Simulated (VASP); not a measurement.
# SiO2 (fluorite type) (Fm-3m) in VASP: a series of runs, part 3 of 3

VASP 6.6.1.

### Step 4. Single point, r2SCAN

This run uses another cell than the first one, of 8.10 Å³/atom.

File POSCAR:

```
SiO2
1.0
    0.0000000000      2.2987354632      2.2987354632
    2.2987354632      0.0000000000      2.2987354632
    2.2987354632      2.2987354632      0.0000000000
Si O
1 2
Direct
    0.0000000000      0.0000000000      0.0000000000
    0.2500000000      0.2500000000      0.2500000000
    0.7500000000      0.7500000000      0.7500000000
```

File INCAR.step1:

```
PREC = Accurate
ENCUT = 660
ISMEAR = -1
SIGMA = 0.1
LREAL = F
LASPH = T
NELM = 120
NBANDS = 15
GGA = PE
ALGO = Normal
EDIFF = 1E-5
LWAVE = T
LCHARG = F
GGA_COMPAT = F
```

File INCAR.step2:

```
PREC = Accurate
ENCUT = 660
EDIFF = 1E-6
ISMEAR = -1
SIGMA = 0.1
LREAL = F
LASPH = T
NELM = 120
ALGO = Normal
ISIF = 2
LWAVE = F
LCHARG = F
METAGGA = R2SCAN
LMIXTAU = T
NBANDS = 15
ISTART = 1
GGA_COMPAT = F
```

File KPOINTS:

```
regular mesh
0
Gamma
  13 13 13
```

Potentials or basis: VASP PAW PBE potentials, release 64 (Si, O).

Command:

```console
cat potpaw_PBE.64/Si/POTCAR potpaw_PBE.64/O/POTCAR > POTCAR
cp INCAR.step1 INCAR
mpirun -np 1 vasp_std > vasp.out
cp INCAR.step2 INCAR
mpirun -np 1 vasp_std > vasp.out
```

OUTCAR:

```text
PREC = Accurate
   ENCUT = 660
   EDIFF = 1E-6
   ISMEAR = -1
   LREAL = F
   LASPH = T
   NELM = 120
   ISIF = 2
   METAGGA = R2SCAN
   ISTART = 1

 ion  position               nearest neighbor table
   1  0.000  0.000  0.000-   3 1.99   3 1.99   3 1.99   2 1.99   3 1.99   2 1.99   2 1.99   2 1.99

   2  0.250  0.250  0.250-   1 1.99   1 1.99   1 1.99   1 1.99
   3  0.750  0.750  0.750-   1 1.99   1 1.99   1 1.99   1 1.99

  LATTYP: Found a face centered cubic cell.
 ALAT       =     4.5974709264

  Lattice vectors:

 A1 = (   0.0000000000,   2.2987354632,   2.2987354632)
 A2 = (   2.2987354632,   0.0000000000,   2.2987354632)
 A3 = (   2.2987354632,   2.2987354632,   0.0000000000)

Analysis of symmetry for initial positions (statically):
=====================================================================
 Subroutine PRICEL returns:
 Original cell was already a primitive cell.

 Routine SETGRP: Setting up the symmetry group for a
 face centered cubic supercell.

 Subroutine GETGRP returns: Found 48 space group operations
 (whereof 48 operations were pure point group operations)
 out of a pool of 48 trial point group operations.

The static configuration has the point symmetry O_h .

Analysis of symmetry for dynamics (positions and initial velocities):
=====================================================================
 Subroutine PRICEL returns:
 Original cell was already a primitive cell.

 Routine SETGRP: Setting up the symmetry group for a
 face centered cubic supercell.

 Subroutine GETGRP returns: Found 48 space group operations
 (whereof 48 operations were pure point group operations)
 out of a pool of 48 trial point group operations.

The dynamic configuration has the point symmetry O_h .

 Subroutine INISYM returns: Found 48 space group operations
 (whereof 48 operations are pure point group operations),
 and found     1 'primitive' translations

----------------------------------------------------------------------------------------

                                     Primitive cell

  volume of cell :      24.2939

  direct lattice vectors                    reciprocal lattice vectors
     0.000000000  2.298735463  2.298735463    -0.217510892  0.217510892  0.217510892
     2.298735463  0.000000000  2.298735463     0.217510892 -0.217510892  0.217510892
     2.298735463  2.298735463  0.000000000     0.217510892  0.217510892 -0.217510892

  length of vectors
     3.250902868  3.250902868  3.250902868     0.376739915  0.376739915  0.376739915

  position of ions in fractional coordinates (direct lattice)
     0.000000000  0.000000000  0.000000000
     0.250000000  0.250000000  0.250000000
     0.750000000  0.750000000  0.750000000

  ion indices of the primitive-cell ions
   primitive index   ion index
                 1           1
                 2           2
                 3           3

----------------------------------------------------------------------------------------

 KPOINTS: regular mesh

Automatic generation of k-mesh.
 Grid dimensions read from file:
 generate k-points for:   13   13   13

 Generating k-lattice:

  Cartesian coordinates                     Fractional coordinates (reciprocal lattice)
    -0.016731607  0.016731607  0.016731607     0.076923077  0.000000000  0.000000000
     0.016731607 -0.016731607  0.016731607     0.000000000  0.076923077  0.000000000
     0.016731607  0.016731607 -0.016731607     0.000000000  0.000000000  0.076923077

  Length of vectors
     0.028979993  0.028979993  0.028979993

  Shift w.r.t. Gamma in fractional coordinates (k-lattice)
     0.000000000  0.000000000  0.000000000

 Subroutine IBZKPT returns following result:
 ===========================================

 Found     84 irreducible k-points:

 Following reciprocal coordinates:
            Coordinates               Weight
  0.000000  0.000000  0.000000      1.000000
  0.076923  0.000000  0.000000      8.000000
  0.153846  0.000000  0.000000      8.000000
  0.230769  0.000000  0.000000      8.000000
  0.307692  0.000000  0.000000      8.000000
  0.384615  0.000000  0.000000      8.000000
[... 16 lines left out ...]
  0.384615  0.153846  0.000000     24.000000
  0.461538  0.153846  0.000000     24.000000
 [... further k-points ...]
   k-points           NKPTS =     84   k-points in BZ     NKDIM =     84   number of bands    NBANDS=     15
   number of dos      NEDOS =    301   number of ions     NIONS =      3
   total plane-waves  NPLWV =  21952
   dimension x,y,z NGX =    28 NGY =   28 NGZ =   28
   dimension x,y,z NGXF=    56 NGYF=   56 NGZF=   56
   ions per type =               1   2
   NGX,Y,Z   is equivalent  to a cutoff of  14.32, 14.32, 14.32 a.u.
   NGXF,Y,Z  is equivalent  to a cutoff of  28.64, 28.64, 28.64 a.u.
 SYSTEM =  unknown system
   PREC   = accura    normal or accurate (medium, high low for compatibility)
   ISTART =      1    job   : 0-new  1-cont  2-samecut
   ICHARG =      0    charge: 1-file 2-atom 10-const
   ISPIN  =      1    spin polarized calculation?
   LNONCOLLINEAR =      F non collinear calculations
   LSORBIT =      F    spin-orbit coupling
   LASPH  =      T    aspherical Exc in radial PAW
   ENCUT  =  660.0 eV  48.51 Ry    6.96 a.u.   6.81  6.81  6.81*2*pi/ulx,y,z
   NELM   =    120;   NELMIN=  2; NELMDL=  0     # of ELM steps
   EDIFF  = 0.1E-05   stopping-criterion for ELM
   LREAL  =      F    real-space projection
[... 7 lines left out ...]
   TEBEG  =    0.0;   TEEND  =   0.0 temperature during run
   PSTRESS=    0.0 pullay stress
   NELECT =      16.0000    total number of electrons
   NUPDOWN=      -1.0000    fix difference up-down
   EMIN   =  10.00;   EMAX   =-10.00  energy-range for DOS
   EFERMI =   0.00;   METHOD = LEGACY
   ISMEAR =    -1;   SIGMA  =   0.10  broadening in eV -4-tet -1-fermi 0-gaus
   EFERMI_NEDOS =   21; number of points for ismear=-14 and -15
   IALGO  =     38    algorithm
   IMIX   =      4    mixing-type and parameters
     AMIX     =   0.40;   BMIX     =  1.00
     AMIX_MAG =   1.60;   BMIX_MAG =  1.00
  volume/ion in A,a.u.               =       8.10        54.65
  Fermi-wavevector in a.u.,A,eV,Ry     =   1.424347  2.691626 27.603018  2.028765
  Thomas-Fermi vector in A             =   2.544848
   LORBIT       =      0    0 simple, 1 ext, 2 COOP (PROOUT), +10 PAW based schemes
   METAGGA = R2SCAN    functional components
   LHFCALC =     F    Hartree Fock is set to
   AEXX    =    0.0000 exact exchange contribution
   IVDW    =     0    specifies the selected vdW correction
   LEPSILON=     F    determine dielectric tensor
   LRPA    =     F    only Hartree local field effects (RPA)
 non-spin polarized calculation
  energy-cutoff  :      660.00
  volume of cell :       24.29
 maximum number of plane-waves:       950
   NGX = 13   NGY = 13   NGZ = 13

 number of electron      16.0000004 magnetization

 Free energy of the ion-electron system (eV)
  ---------------------------------------------------
  ext. energy  EPLUGINS =         0.00000000
  ---------------------------------------------------
  free energy    TOTEN  =       -25.75433890 eV

  energy without entropy =      -25.75433870  energy(sigma->0) =      -25.75433880

 E-fermi :   9.9760     XC(G=0): -12.8517

 val. band max:        8.6509093734   @ k =  -0.4615   0.4615   0.0000
 cond. band min:      10.9538050536   @ k =   0.0000   0.0000   0.0000
 fundamental gap:      2.3028956802
 Fermi energy:         9.9759729115

 k-point     1 :       0.0000    0.0000    0.0000
  band No.  band energies     occupation
      1     -14.8383      2.00000
      2      -8.4224      2.00000
      3       2.9679      2.00000
      4       2.9679      2.00000
      5       2.9679      2.00000
      6       6.4203      2.00000
      7       6.4203      2.00000
      8       6.4203      2.00000
      9      10.9538      0.00011
     10      15.2475      0.00000
     11      15.2475      0.00000
     12      15.2475      0.00000
     13      22.1082      0.00000
     14      22.1082      0.00000
[... 401 lines left out ...]
      2     -10.8355      2.00000
      3       0.3012      2.00000
      4       2.0148      2.00000
      5       2.1640      2.00000
      6       5.0872      2.00000
      7       5.8677      2.00000
      8       6.0500      2.00000
      9      14.2775      0.00000
     10      17.6664      0.00000
     11      19.5294      0.00000
     12      19.6957      0.00000
     13      21.9192      0.00000
     14      23.9315      0.00000
     15      28.0527      0.00000

 [... further k-points ...]

------------------------ aborting loop because EDIFF is reached ----------------------------------------

  FORCE on cell =-STRESS in cart. coord.  units (eV):
  Direction    XX          YY          ZZ          XY          YZ          ZX
  --------------------------------------------------------------------------------------
  -------------------------------------------------------------------------------------
  Total       -1.9110639     -1.9110639     -1.9110639     -0.0000000      0.0000000      0.0000000
  in kB     -126.0343131   -126.0343131   -126.0343131     -0.0000000      0.0000000      0.0000000
  external PRESSURE =    -126.0343131 kB  Pullay stress =       0.0000000 kB

 VOLUME and BASIS-vectors are now :
 -----------------------------------------------------------------------------
  energy-cutoff  :      660.00
  volume of cell :       24.29
      direct lattice vectors                 reciprocal lattice vectors
     0.000000000  2.298735463  2.298735463    -0.217510892  0.217510892  0.217510892
     2.298735463  0.000000000  2.298735463     0.217510892 -0.217510892  0.217510892
     2.298735463  2.298735463  0.000000000     0.217510892  0.217510892 -0.217510892

 POSITION                                       TOTAL-FORCE (eV/Angst)
 -----------------------------------------------------------------------------------
      0.00000      0.00000      0.00000         0.000000      0.000000      0.000000
      1.14937      1.14937      1.14937         0.000000      0.000000      0.000000
      3.44810      3.44810      3.44810        -0.000000     -0.000000     -0.000000
 -----------------------------------------------------------------------------------
    total drift:                                0.000000      0.000000      0.000000

  FREE ENERGIE OF THE ION-ELECTRON SYSTEM (eV)
  ---------------------------------------------------
  free  energy   TOTEN  =       -25.7543388998 eV

  energy  without entropy=      -25.7543387018  energy(sigma->0) =      -25.75433880
```

Run time: 83 s. Hardware: 1 thread of Intel Xeon 6975P-C (Granite Rapids), shared host; peak memory 0.18 GiB.

What came out:

```
Free energy            : -25.7543 eV
Pressure               : -12.6 GPa
Band gap on the k mesh : 2.30 eV (least direct gap 2.73 eV)
```

Levels at points of the mesh, in eV from the valence-band top:
```tsv
k point	band 4	band 5	band 6	band 7	band 8	band 9	band 10	band 11	band 12	band 13
(0.00, 0.00, 0.00)	-5.68	-5.68	-2.23	-2.23	-2.23	2.30	6.60	6.60	6.60	13.46
```

Caveat: the cell stands under tension; the PAW data sets were made with another functional, which shifts forces and pressure a little; an odd mesh through Γ misses points on the zone boundary, where band edges can lie.

### Step 5. Single point, r2SCAN

This run uses another cell than the first one, of 8.34 Å³/atom.

File POSCAR:

```
SiO2
1.0
    0.0000000000      2.3212735226      2.3212735226
    2.3212735226      0.0000000000      2.3212735226
    2.3212735226      2.3212735226      0.0000000000
Si O
1 2
Direct
    0.0000000000      0.0000000000      0.0000000000
    0.2500000000      0.2500000000      0.2500000000
    0.7500000000      0.7500000000      0.7500000000
```

File INCAR.step1:

```
PREC     = Accurate       # precision mode
ENCUT    = 660            # plane-wave cutoff, eV
ISMEAR   = -1             # smearing method
SIGMA    = 0.1            # smearing width, eV
LREAL    = F              # projectors in reciprocal space
LASPH    = T              # aspherical terms in the spheres
NELM     = 120            # most SCF steps
NBANDS   = 15             # bands
GGA      = PE             # functional
ALGO     = Normal         # electronic algorithm
EDIFF    = 1E-5           # SCF threshold, eV
LWAVE    = T              # write WAVECAR
LCHARG   = F              # write CHGCAR
GGA_COMPAT= F
```

File INCAR.step2:

```
PREC     = Accurate       # precision mode
ENCUT    = 660            # plane-wave cutoff, eV
EDIFF    = 1E-6           # SCF threshold, eV
ISMEAR   = -1             # smearing method
SIGMA    = 0.1            # smearing width, eV
LREAL    = F              # projectors in reciprocal space
LASPH    = T              # aspherical terms in the spheres
NELM     = 120            # most SCF steps
ALGO     = Normal         # electronic algorithm
ISIF     = 2              # what is computed and relaxed
LWAVE    = F              # write WAVECAR
LCHARG   = F              # write CHGCAR
METAGGA  = R2SCAN         # meta-GGA
LMIXTAU  = T            
NBANDS   = 15             # bands
ISTART   = 1            
GGA_COMPAT= F
```

KPOINTS is that of step 4.

Command:

```console
cat potpaw_PBE.64/Si/POTCAR potpaw_PBE.64/O/POTCAR > POTCAR
cp INCAR.step1 INCAR
mpirun -np 1 vasp_std > vasp.out
cp INCAR.step2 INCAR
mpirun -np 1 vasp_std > vasp.out
```

Wall time 74 s (1 thread of Intel Xeon 6975P-C (Granite Rapids), shared host); peak memory 0.17 GiB.

Results (log left out):

```
Free energy            : -25.6847 eV
Pressure               : -19.5 GPa
Band gap on the k mesh : 1.90 eV (least direct gap 2.67 eV)
```

Levels at points of the mesh, in eV from the valence-band top:
| k point | band 6 | band 7 | band 8 | band 9 | band 10 | band 11 |
| --- | --- | --- | --- | --- | --- | --- |
| (0.00, 0.00, 0.00) | -2.16 | -2.16 | -2.16 | 1.90 | 6.51 | 6.51 |

Caveat: the cell stands under tension; the PAW data sets were made with another functional, which shifts forces and pressure a little; an odd mesh through Γ misses points on the zone boundary, where band edges can lie.

### Step 6. Single point, PBE

This run uses another cell than the first one, of 7.54 Å³/atom.

File INCAR:

```
SYSTEM = SiO2
  PREC = Accurate
  ENCUT = 600
  EDIFF = 1E-6
  ISMEAR = -1
  SIGMA = 0.06122561905347299
  LREAL = .False.
  LASPH = .True.
  NELM = 120
  ALGO = Normal
  ISIF = 2
  LWAVE = .False.
  LCHARG = .True.
  GGA = PE
  LELF = .True.
  LVHAR = .True.
  NBANDS = 15
  GGA_COMPAT = .False.
```

File KPOINTS:

```
Automatic mesh
0
Gamma
  21 21 21
  0 0 0
```

File POSCAR:

```
SiO2
1.0
    0.0000000000      2.2443529505      2.2443529505
    2.2443529505      0.0000000000      2.2443529505
    2.2443529505      2.2443529505      0.0000000000
Si O
1 2
Direct
    0.0000000000      0.0000000000      0.0000000000
    0.2500000000      0.2500000000      0.2500000000
    0.7500000000      0.7500000000      0.7500000000
```

Potentials or basis: VASP PAW PBE potentials, release 64 (Si, O).

Command:

```console
cat potpaw_PBE.64/Si/POTCAR potpaw_PBE.64/O/POTCAR > POTCAR
mpirun -np 1 vasp_std > vasp.out
```

It took 58 s on 1 thread of Intel Xeon 6975P-C (Granite Rapids), shared host; peak memory 0.23 GiB.

Results (log left out):

```
Free energy            : -19.8517 eV
Pressure               : 18.6 GPa
Band gap on the k mesh : 2.11 eV (least direct gap 2.14 eV)
```

Levels at points of the mesh, in eV from the valence-band top:
| k point | band 4 | band 5 | band 6 | band 7 | band 8 | band 9 | band 10 | band 11 | band 12 | band 13 |
| --- | --- | --- | --- | --- | --- | --- | --- | --- | --- | --- |
| (0.00, 0.00, 0.00) | -6.02 | -6.02 | -2.33 | -2.33 | -2.33 | 2.60 | 6.01 | 6.01 | 6.01 | 12.45 |

Caveat: the cell stands under pressure; an odd mesh through Γ misses points on the zone boundary, where band edges can lie.

### Step 7. Overview

```csv
level,cell,k mesh,cutoff (eV),smearing,gap on the mesh (eV),pressure (GPa)
r2SCAN,"a = 3.218 Å, angles 60.0°, 3 atoms",13 × 13 × 13,660,fermi-dirac 0.1 eV,2.72,-4.5
r2SCAN,"a = 3.251 Å, angles 60.0°, 3 atoms",13 × 13 × 13,660,fermi-dirac 0.1 eV,2.30,-12.6
r2SCAN,"a = 3.283 Å, angles 60.0°, 3 atoms",13 × 13 × 13,660,fermi-dirac 0.1 eV,1.90,-19.5
PBE,"a = 3.174 Å, angles 60.0°, 3 atoms",21 × 21 × 21,600,fermi-dirac 0.0612256 eV,2.11,18.6
```

Alike in all rows: task single point; potentials or basis VASP PAW PBE potentials, release 64 (Si, O); no spin polarisation.

Caveats: an odd mesh through Γ misses points on the zone boundary, where band edges can lie; the cell stands under tension (at least some runs); the PAW data sets were made with another functional, which shifts forces and pressure a little (at least some runs); the cell stands under pressure (at least some runs).

Total energies depend on the potentials used, so only differences within one code and one set of settings carry meaning.
